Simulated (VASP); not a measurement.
Wanted: the native input for a VASP 6.6.1 run.

```yaml
Task: single point
Functional: PBEsol
Potentials_or_basis: VASP PAW PBE potentials, release 64 (Hf_pv, Ta_pv, N)
Cutoff: 600 eV
k_mesh: 5 × 5 × 5
Occupations: fermi-dirac, width 0.1 eV
Spin: no spin polarisation
Dipole_correction: no
Further_INCAR_settings: ALGO = Normal; EDIFF = 1e-06; NBANDS = 40
```

The structure of Hf3TaN4 lies in POSCAR:

```
Hf3TaN4
1.0
    4.4705121183      0.0000000000      0.0000000000
    0.0000000000      4.4705121183      0.0000000000
    0.0000000000      0.0000000000      4.4705121183
Hf Ta N
3 1 4
Direct
    0.0000000000      0.0000000000      0.0000000000
    0.0000000000      0.5000000000      0.5000000000
    0.5000000000      0.0000000000      0.5000000000
    0.5000000000      0.5000000000      0.0000000000
    0.5000000000      0.5000000000      0.5000000000
    0.0000000000      0.0000000000      0.5000000000
    0.0000000000      0.5000000000      0.0000000000
    0.5000000000      0.0000000000      0.0000000000
```

One way to write it, as run:

INCAR

```
SYSTEM = Hf3TaN4
PREC     = Accurate       ! precision mode
ENCUT    = 600            ! plane-wave cutoff, eV
EDIFF    = 1E-6           ! SCF threshold, eV
ISMEAR   = -1             ! smearing method
SIGMA    = 0.1            ! smearing width, eV
LREAL    = .False.        ! projectors in reciprocal space
LASPH    = .True.         ! aspherical terms in the spheres
NELM     = 120            ! most SCF steps
ALGO     = Normal         ! electronic algorithm
ISIF     = 2              ! what is computed and relaxed
LWAVE    = .False.        ! write WAVECAR
LCHARG   = .True.         ! write CHGCAR
GGA      = PS             ! functional
LELF     = .True.         ! ELF
LVHAR    = .True.       
NBANDS   = 40             ! bands
GGA_COMPAT= .False.
```

KPOINTS

```
regular mesh
0
Gamma
  5 5 5
  0 0 0
```

Potentials or basis: VASP PAW PBE potentials, release 64 (Hf_pv, Ta_pv, N).

The run is started by

```bash
$ cat potpaw_PBE.64/Hf_pv/POTCAR potpaw_PBE.64/Ta_pv/POTCAR potpaw_PBE.64/N/POTCAR > POTCAR
$ mpirun -np 1 vasp_std > vasp.out
```

It gave:

```
Pressure               : -1.6 GPa
Band gap on the k mesh : zero (an odd number of electrons rules out a gap without spin polarisation)
```

Caveat: the PAW data sets were made with another functional, which shifts forces and pressure a little; spin-orbit coupling is left out, which moves the levels of the heavy elements.

Wall time 20 s on 1 thread of Intel(R) Xeon(R) 6975P-C (Granite Rapids), on a shared host, peak memory 0.22 GiB.
